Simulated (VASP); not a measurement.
# Sc2InN3 (P6/mmm) in VASP: further runs

Sc2InN3 is run at these levels: PBE; tasks: single point.

All numbers are computed with VASP 6.6.1; they aren't measurements. Logs are shortened: lines on timing, memory, paths and dates and some standing lists are left out, and cuts for length are marked.

## Step 1: The cell of the first run

Symmetry: P6/mmm, No. 191, hexagonal system. The conventional cell has a = 5.663 Å, b = 5.663 Å, c = 2.994 Å, α = 90.00°, β = 90.00°, γ = 120.00°. Sc (site symmetry -6m2) has 6 N at 2.22 Å within 2.9 Å. In (site symmetry 6/mmm) has 2 In at 2.99 Å and 12 N at 3.20 Å and 6 Sc at 3.27 Å within 3.9 Å. N (site symmetry mmm) has 4 Sc at 2.22 Å and 4 N at 2.83 Å within 2.9 Å.

## Step 2: Single point, PBE

Input file INCAR:

```
PREC = Accurate
ENCUT = 520
EDIFF = 1E-7
ISMEAR = 0
SIGMA = 0.1
LREAL = False
LASPH = True
NELM = 80
ALGO = Normal
ISIF = 2
LWAVE = False
LCHARG = True
GGA = PE
LELF = True
LVHAR = True
NBANDS = 34
```

Input file KPOINTS:

```
regular mesh
0
Gamma
  6 6 6
```

Input file POSCAR:

```
Sc2InN3
1.0
    5.6633092999      0.0000000000      0.0000000000
   -2.8316546500      4.9045697232      0.0000000000
    0.0000000000      0.0000000000      2.9941926631
Sc In N
2 1 3
Direct
    0.3333333333      0.6666666667      0.5000000000
    0.6666666667      0.3333333333      0.5000000000
    0.0000000000      0.0000000000      0.5000000000
    0.0000000000      0.5000000000      0.0000000000
    0.5000000000      0.0000000000      0.0000000000
    0.5000000000      0.5000000000      0.0000000000
```

Potentials or basis: VASP PAW PBE potentials, release 64 (Sc_sv, In_d, N).

Run with:

```
$ cat potpaw_PBE.64/Sc_sv/POTCAR potpaw_PBE.64/In_d/POTCAR potpaw_PBE.64/N/POTCAR > POTCAR
$ mpirun -np 1 vasp_std > vasp.out
```

OUTCAR:

```text
PREC = Accurate
   ENCUT = 520
   EDIFF = 1E-7
   ISMEAR = 0
   LREAL = False
   LASPH = True
   NELM = 80
   ISIF = 2
   GGA = PE

 ion  position               nearest neighbor table
   1  0.333  0.667  0.500-   4 2.22   4 2.22   5 2.22   5 2.22   6 2.22   6 2.22   2 3.27   2 3.27
                             3 3.27   3 3.27   3 3.27   2 3.27
   2  0.667  0.333  0.500-   4 2.22   4 2.22   5 2.22   5 2.22   6 2.22   6 2.22   1 3.27   1 3.27
                             3 3.27   3 3.27   3 3.27   1 3.27
   3  0.000  0.000  0.500-   1 3.27   2 3.27   2 3.27   1 3.27   2 3.27   1 3.27
   4  0.000  0.500  0.000-   1 2.22   2 2.22   1 2.22   2 2.22
   5  0.500  0.000  0.000-   1 2.22   2 2.22   1 2.22   2 2.22
   6  0.500  0.500  0.000-   1 2.22   2 2.22   1 2.22   2 2.22

  LATTYP: Found a hexagonal cell.
 ALAT       =     5.6633092999
 C/A-ratio  =     0.5287001830

  Lattice vectors:

 A1 = (   5.6633092999,   0.0000000000,   0.0000000000)
 A2 = (  -2.8316546500,   4.9045697232,   0.0000000000)
 A3 = (   0.0000000000,   0.0000000000,   2.9941926631)

Analysis of symmetry for initial positions (statically):
=====================================================================
 Subroutine PRICEL returns:
 Original cell was already a primitive cell.

 Routine SETGRP: Setting up the symmetry group for a
 hexagonal supercell.

 Subroutine GETGRP returns: Found 24 space group operations
 (whereof 24 operations were pure point group operations)
 out of a pool of 24 trial point group operations.

The static configuration has the point symmetry D_6h.

Analysis of symmetry for dynamics (positions and initial velocities):
=====================================================================
 Subroutine PRICEL returns:
 Original cell was already a primitive cell.

 Routine SETGRP: Setting up the symmetry group for a
 hexagonal supercell.

 Subroutine GETGRP returns: Found 24 space group operations
 (whereof 24 operations were pure point group operations)
 out of a pool of 24 trial point group operations.

The dynamic configuration has the point symmetry D_6h.

 Subroutine INISYM returns: Found 24 space group operations
 (whereof 24 operations are pure point group operations),
 and found     1 'primitive' translations

----------------------------------------------------------------------------------------

                                     Primitive cell

  volume of cell :      83.1670

  direct lattice vectors                    reciprocal lattice vectors
     5.663309300  0.000000000  0.000000000     0.176575205  0.101945742  0.000000000
    -2.831654650  4.904569723  0.000000000     0.000000000  0.203891484  0.000000000
     0.000000000  0.000000000  2.994192663     0.000000000  0.000000000  0.333979844

  length of vectors
     5.663309300  5.663309300  2.994192663     0.203891484  0.203891484  0.333979844

  position of ions in fractional coordinates (direct lattice)
     0.333333333  0.666666667  0.500000000
     0.666666667  0.333333333  0.500000000
     0.000000000  0.000000000  0.500000000
     0.000000000  0.500000000  0.000000000
     0.500000000  0.000000000  0.000000000
     0.500000000  0.500000000  0.000000000

  ion indices of the primitive-cell ions
   primitive index   ion index
                 1           1
                 2           2
                 3           3
                 4           4
                 5           5
                 6           6

----------------------------------------------------------------------------------------

 KPOINTS: regular mesh

Automatic generation of k-mesh.
 Grid dimensions read from file:
 generate k-points for:    6    6    6

 Generating k-lattice:

  Cartesian coordinates                     Fractional coordinates (reciprocal lattice)
     0.029429201  0.016990957  0.000000000     0.166666667  0.000000000  0.000000000
     0.000000000  0.033981914  0.000000000     0.000000000  0.166666667  0.000000000
     0.000000000  0.000000000  0.055663307     0.000000000  0.000000000  0.166666667

  Length of vectors
     0.033981914  0.033981914  0.055663307

  Shift w.r.t. Gamma in fractional coordinates (k-lattice)
     0.000000000  0.000000000  0.000000000

 Subroutine IBZKPT returns following result:
 ===========================================

 Found     28 irreducible k-points:

 Following reciprocal coordinates:
            Coordinates               Weight
  0.000000  0.000000  0.000000      1.000000
  0.166667  0.000000  0.000000      6.000000
  0.333333  0.000000  0.000000      6.000000
  0.500000  0.000000  0.000000      3.000000
  0.166667  0.166667  0.000000      6.000000
  0.333333  0.166667  0.000000     12.000000
[... 16 lines left out ...]
  0.166667  0.000000  0.500000      6.000000
  0.333333  0.000000  0.500000      6.000000
 [... further k-points ...]
   k-points           NKPTS =     28   k-points in BZ     NKDIM =     28   number of bands    NBANDS=     34
   number of dos      NEDOS =    301   number of ions     NIONS =      6
   total plane-waves  NPLWV =  42336
   dimension x,y,z NGX =    42 NGY =   42 NGZ =   24
   dimension x,y,z NGXF=    84 NGYF=   84 NGZF=   48
   ions per type =               2   1   3
   NGX,Y,Z   is equivalent  to a cutoff of  12.33, 12.33, 13.33 a.u.
   NGXF,Y,Z  is equivalent  to a cutoff of  24.66, 24.66, 26.65 a.u.
 SYSTEM =  unknown system
   PREC   = accura    normal or accurate (medium, high low for compatibility)
   ISTART =      0    job   : 0-new  1-cont  2-samecut
   ICHARG =      2    charge: 1-file 2-atom 10-const
   ISPIN  =      1    spin polarized calculation?
   LNONCOLLINEAR =      F non collinear calculations
   LSORBIT =      F    spin-orbit coupling
   LASPH  =      T    aspherical Exc in radial PAW
   ENCUT  =  520.0 eV  38.22 Ry    6.18 a.u.  10.53 10.53  5.57*2*pi/ulx,y,z
   NELM   =     80;   NELMIN=  2; NELMDL= -5     # of ELM steps
   EDIFF  = 0.1E-06   stopping-criterion for ELM
   LREAL  =      F    real-space projection
   EDIFFG = 0.1E-05   stopping-criterion for IOM
   NSW    =      0    number of steps for IOM
   IBRION =     -1    ionic relax: 0-MD 1-quasi-New 2-CG
   NFREE  =      0    steps in history (QN), initial steepest desc. (CG)
   ISIF   =      2    stress and relaxation
   ISYM   =      2    0-nonsym 1-usesym 2-fastsym
   POTIM  = 0.5000    time-step for ionic-motion
   TEBEG  =    0.0;   TEEND  =   0.0 temperature during run
   PSTRESS=    0.0 pullay stress
   NELECT =      50.0000    total number of electrons
   NUPDOWN=      -1.0000    fix difference up-down
   EMIN   =  10.00;   EMAX   =-10.00  energy-range for DOS
   EFERMI =   0.00;   METHOD = LEGACY
   ISMEAR =     0;   SIGMA  =   0.10  broadening in eV -4-tet -1-fermi 0-gaus
   EFERMI_NEDOS =   21; number of points for ismear=-14 and -15
   IALGO  =     38    algorithm
   IMIX   =      4    mixing-type and parameters
     AMIX     =   0.40;   BMIX     =  1.00
     AMIX_MAG =   1.60;   BMIX_MAG =  1.00
  volume/ion in A,a.u.               =      13.86        93.54
  Fermi-wavevector in a.u.,A,eV,Ry     =   1.381702  2.611039 25.974904  1.909102
  Thomas-Fermi vector in A             =   2.506462
   LORBIT       =      0    0 simple, 1 ext, 2 COOP (PROOUT), +10 PAW based schemes
   GGA     = PE    functional components
   LHFCALC =     F    Hartree Fock is set to
   AEXX    =    0.0000 exact exchange contribution
   IVDW    =     0    specifies the selected vdW correction
   LEPSILON=     F    determine dielectric tensor
   LRPA    =     F    only Hartree local field effects (RPA)
 non-spin polarized calculation
 Gauss-broadening in eV      SIGMA  =   0.10
  energy-cutoff  :      520.00
  volume of cell :       83.17
 maximum number of plane-waves:      2256
   NGX = 21   NGY = 21   NGZ = 11

 number of electron      50.0000013 magnetization

 Free energy of the ion-electron system (eV)
  ---------------------------------------------------
  ext. energy  EPLUGINS =         0.00000000
  ---------------------------------------------------
  free energy    TOTEN  =       -43.02173733 eV

  energy without entropy =      -42.99212314  energy(sigma->0) =      -43.00693023

 E-fermi :   5.0838     XC(G=0): -11.1309

 val. band max:        5.0693926827   @ k =   0.0000   0.0000   0.5000
 cond. band min:       5.0900688202   @ k =   0.5000   0.0000   0.3333
 fundamental gap:      0.0206761375
 Fermi energy:         5.0838417697

 k-point     1 :       0.0000    0.0000    0.0000
  band No.  band energies     occupation
      1     -42.4343      2.00000
      2     -42.3963      2.00000
      3     -21.3227      2.00000
      4     -21.3227      2.00000
      5     -21.0887      2.00000
      6     -21.0887      2.00000
[... 26 lines left out ...]
     33      10.0590      0.00000
     34      10.3169      0.00000

 k-point     2 :       0.1667    0.0000    0.0000
  band No.  band energies     occupation
      1     -42.4320      2.00000
      2     -42.3985      2.00000
      3     -21.3265      2.00000
      4     -21.3109      2.00000
      5     -21.1015      2.00000
      6     -21.0848      2.00000
[... 26 lines left out ...]
     33      10.1884      0.00000
     34      10.2522      0.00000

 k-point     3 :       0.3333    0.0000    0.0000
  band No.  band energies     occupation
      1     -42.4263      2.00000
      2     -42.4043      2.00000
      3     -21.3337      2.00000
      4     -21.2820      2.00000
      5     -21.1324      2.00000
      6     -21.0772      2.00000
[... 26 lines left out ...]
     33      10.2165      0.00000
     34      10.8128      0.00000
[... 704 lines left out ...]
 k-point    23 :       0.1667    0.0000    0.5000
  band No.  band energies     occupation
      1     -42.3678      2.00000
      2     -42.3372      2.00000
      3     -21.4052      2.00000
      4     -21.2757      2.00000
      5     -21.1947      2.00000
      6     -21.1822      2.00000
[... 26 lines left out ...]
     33      10.9460      0.00000
     34      11.1242      0.00000

 k-point    24 :       0.3333    0.0000    0.5000
  band No.  band energies     occupation
      1     -42.3625      2.00000
      2     -42.3425      2.00000
      3     -21.3830      2.00000
      4     -21.2983      2.00000
      5     -21.2003      2.00000
      6     -21.1591      2.00000
[... 26 lines left out ...]
     33      11.2428      0.00000
     34      11.3465      0.00000

 [... further k-points ...]

------------------------ aborting loop because EDIFF is reached ----------------------------------------

  FORCE on cell =-STRESS in cart. coord.  units (eV):
  Direction    XX          YY          ZZ          XY          YZ          ZX
  --------------------------------------------------------------------------------------
  -------------------------------------------------------------------------------------
  Total        0.1395821      0.1395821      0.1751250     -0.0000000     -0.0000000      0.0000000
  in kB        2.6889906      2.6889906      3.3737099     -0.0000000     -0.0000000      0.0000000
  external PRESSURE =       2.9172304 kB  Pullay stress =       0.0000000 kB

 VOLUME and BASIS-vectors are now :
 -----------------------------------------------------------------------------
  energy-cutoff  :      520.00
  volume of cell :       83.17
      direct lattice vectors                 reciprocal lattice vectors
     5.663309300  0.000000000  0.000000000     0.176575205  0.101945742  0.000000000
    -2.831654650  4.904569723  0.000000000     0.000000000  0.203891484  0.000000000
     0.000000000  0.000000000  2.994192663     0.000000000  0.000000000  0.333979844

 POSITION                                       TOTAL-FORCE (eV/Angst)
 -----------------------------------------------------------------------------------
     -0.00000      3.26971      1.49710         0.000000      0.000000      0.000000
      2.83165      1.63486      1.49710        -0.000000      0.000000      0.000000
      0.00000      0.00000      1.49710        -0.000000      0.000000      0.000000
     -1.41583      2.45228      0.00000        -0.000000      0.000000      0.000000
      2.83165      0.00000      0.00000        -0.000000      0.000000      0.000000
      1.41583      2.45228      0.00000        -0.000000      0.000000      0.000000
 -----------------------------------------------------------------------------------
    total drift:                                0.000000      0.000000     -0.000000

  FREE ENERGIE OF THE ION-ELECTRON SYSTEM (eV)
  ---------------------------------------------------
  free  energy   TOTEN  =       -43.0217373285 eV

  energy  without entropy=      -42.9921231392  energy(sigma->0) =      -43.00693023
```

Wall time 55 s (1 thread of Intel Xeon Platinum 8559C (Emerald Rapids), shared host); peak memory 0.23 GiB.

Results:

- Free energy: -43.0217 eV
- Pressure: 0.3 GPa
- Band gap on the k mesh: zero (band 25 reaches 5.28 eV, above the bottom of band 26 at 4.98 eV)

Levels at points of the mesh, in eV from the Fermi level:
```csv
k point,band 22,band 23,band 24,band 25,band 26,band 27,band 28,band 29
"(0.00, 0.00, 0.00)",-1.08,0.16,0.20,0.20,0.40,2.20,4.09,4.09
"(0.50, 0.00, 0.00)",-1.05,-0.76,-0.48,-0.31,0.25,0.89,4.12,4.14
"(0.00, 0.00, 0.50)",-2.11,-0.01,0.09,0.09,0.19,0.91,1.52,1.52
"(0.50, 0.00, 0.50)",-1.91,-1.66,-1.54,-0.94,0.52,1.87,2.10,4.12
```

Caveat: spin-orbit coupling is left out, which moves the levels of the heavy elements.

## Step 3: Single point, PBE

This run uses another cell than the first one, of 14.84 Å³/atom, 1.071 times its volume.

Input file INCAR:

```
ALGO = Normal
EDIFF = 1E-7
ENCUT = 520
GGA = PE
ISIF = 2
ISMEAR = 0
LASPH = True
LCHARG = False
LREAL = False
LWAVE = False
NBANDS = 34
NELM = 60
PREC = Accurate
SIGMA = 0.1
```

Input file KPOINTS:

```
k-points
0
Gamma
  6 6 6
```

Input file POSCAR:

```
Sc2InN3
1.0
    5.6325940800      0.0000000000      0.0000000000
   -2.8162970400      4.8779695600      0.0000000000
    0.0000000000      0.0000000000      3.2408915800
Sc In N
2 1 3
Direct
    0.3333333300      0.6666666700      0.5000000000
    0.6666666700      0.3333333300      0.5000000000
    0.0000000000      0.0000000000      0.5000000000
    0.0000000000      0.5000000000      0.0000000000
    0.5000000000      0.0000000000      0.0000000000
    0.5000000000      0.5000000000      0.0000000000
```

Potentials or basis: VASP PAW PBE potentials, release 64 (Sc_sv, In_d, N).

Run with:

```
$ cat potpaw_PBE.64/Sc_sv/POTCAR potpaw_PBE.64/In_d/POTCAR potpaw_PBE.64/N/POTCAR > POTCAR
$ mpirun -np 1 vasp_std > vasp.out
```

OUTCAR:

```text
EDIFF = 1E-7
   ENCUT = 520
   GGA = PE
   ISIF = 2
   ISMEAR = 0
   LASPH = True
   LREAL = False
   NELM = 60
   PREC = Accurate

 ion  position               nearest neighbor table
   1  0.333  0.667  0.500-   5 2.30   5 2.30   4 2.30   4 2.30   6 2.30   6 2.30   2 3.25   3 3.25
                             2 3.25   3 3.25   3 3.25   2 3.25
   2  0.667  0.333  0.500-   5 2.30   5 2.30   4 2.30   4 2.30   6 2.30   6 2.30   1 3.25   3 3.25
[... 1101 lines left out ...]
  -------------------------------------------------------------------------------------
  Total       -1.2368971     -1.2368971    -13.0053515      0.0000000      0.0000000      0.0000000
  in kB      -22.2552311    -22.2552311   -234.0025740      0.0000000      0.0000000      0.0000000
  external PRESSURE =     -92.8376787 kB  Pullay stress =       0.0000000 kB

 VOLUME and BASIS-vectors are now :
 -----------------------------------------------------------------------------
  energy-cutoff  :      520.00
  volume of cell :       89.05
      direct lattice vectors                 reciprocal lattice vectors
     5.632594080  0.000000000  0.000000000     0.177538091  0.102501665  0.000000000
    -2.816297040  4.877969560  0.000000000     0.000000000  0.205003329  0.000000000
     0.000000000  0.000000000  3.240891580     0.000000000  0.000000000  0.308557067

 POSITION                                       TOTAL-FORCE (eV/Angst)
 -----------------------------------------------------------------------------------
     -0.00000      3.25198      1.62045        -0.000000      0.000000      0.000000
      2.81630      1.62599      1.62045         0.000000      0.000000      0.000000
      0.00000      0.00000      1.62045         0.000000      0.000000      0.000000
     -1.40815      2.43898      0.00000         0.000000      0.000000      0.000000
      2.81630      0.00000      0.00000         0.000000      0.000000      0.000000
      1.40815      2.43898      0.00000         0.000000      0.000000      0.000000
 -----------------------------------------------------------------------------------
    total drift:                                0.000000     -0.000000     -0.000000

  FREE ENERGIE OF THE ION-ELECTRON SYSTEM (eV)
  ---------------------------------------------------
  free  energy   TOTEN  =       -42.5353558556 eV

  energy  without entropy=      -42.5141146037  energy(sigma->0) =      -42.52473523
```

Wall time 54 s (1 thread of Intel Xeon Platinum 8559C (Emerald Rapids), shared host); peak memory 0.23 GiB.

What came out:

| Quantity | Value |
| --- | --- |
| Free energy | -42.5354 eV |
| Pressure | -9.3 GPa |
| Band gap on the k mesh | zero (band 25 reaches 5.04 eV, above the bottom of band 26 at 4.14 eV) |

Levels at points of the mesh, in eV from the Fermi level:
```tsv
k point	band 23	band 24	band 25	band 26	band 27	band 28
(0.00, 0.00, 0.00)	-0.60	0.35	0.35	0.53	2.13	3.46
(0.50, 0.00, 0.00)	-0.95	-0.95	-0.37	0.45	0.63	3.65
(0.00, 0.00, 0.50)	-0.29	0.25	0.25	0.33	0.86	0.91
(0.50, 0.00, 0.50)	-1.78	-1.61	-1.00	0.56	1.47	2.16
```

Caveat: spin-orbit coupling is left out, which moves the levels of the heavy elements.
